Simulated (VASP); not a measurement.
Input of a VASP 6.6.1 run:

Contents of POSCAR:

```
ZnS
1.0
    0.0000000000      2.6468416657      2.6468416657
    2.6468416657      0.0000000000      2.6468416657
    2.6468416657      2.6468416657      0.0000000000
Zn S
1 1
Direct
    0.7500000000      0.7500000000      0.7500000000
    0.0000000000      0.0000000000      0.0000000000
```

The input INCAR.step1:

```
PREC     = Accurate       # precision mode
ENCUT    = 520            # plane-wave cutoff, eV
EDIFF    = 1E-5           # SCF threshold, eV
ISMEAR   = -1             # smearing method
SIGMA    = 0.05           # smearing width, eV
LREAL    = F              # projectors in reciprocal space
LASPH    = T              # aspherical terms in the spheres
NELM     = 100            # most SCF steps
ALGO     = Normal         # electronic algorithm
ISIF     = 2              # what is computed and relaxed
LWAVE    = T              # write WAVECAR
LCHARG   = F              # write CHGCAR
NBANDS   = 16             # bands
GGA      = PE             # functional
```

INCAR.step2

```
PREC     = Accurate       # precision mode
ENCUT    = 520            # plane-wave cutoff, eV
EDIFF    = 1E-6           # SCF threshold, eV
ISMEAR   = -1             # smearing method
SIGMA    = 0.05           # smearing width, eV
LREAL    = F              # projectors in reciprocal space
LASPH    = T              # aspherical terms in the spheres
NELM     = 100            # most SCF steps
ALGO     = Normal         # electronic algorithm
ISIF     = 2              # what is computed and relaxed
LWAVE    = F              # write WAVECAR
LCHARG   = F              # write CHGCAR
GGA      = PE             # functional
LHFCALC  = T              # exact exchange
AEXX     = 0.25           # exact-exchange fraction
HFSCREEN = 0.3            # screening, 1/A
PRECFOCK = Normal       
NBANDS   = 16             # bands
ISTART   = 1
```

The input KPOINTS:

```
Automatic mesh
0
Gamma
  5 5 5
```

Potentials or basis: VASP PAW PBE potentials, release 64 (Zn, S).

The run is started by

```sh
$ cat potpaw_PBE.64/Zn/POTCAR potpaw_PBE.64/S/POTCAR > POTCAR
$ cp INCAR.step1 INCAR
$ mpirun -np 1 vasp_std > vasp.out
$ cp INCAR.step2 INCAR
$ mpirun -np 1 vasp_std > vasp.out
```

**Question.** What does it give for the pressure?

**Answer.** 6.7 GPa.

**Question.** What does it give for the band gap on the k mesh?

**Answer.** 3.42 eV.

Caveat: the cell stands under pressure; the PAW data sets were made with another functional, which shifts forces and pressure a little.
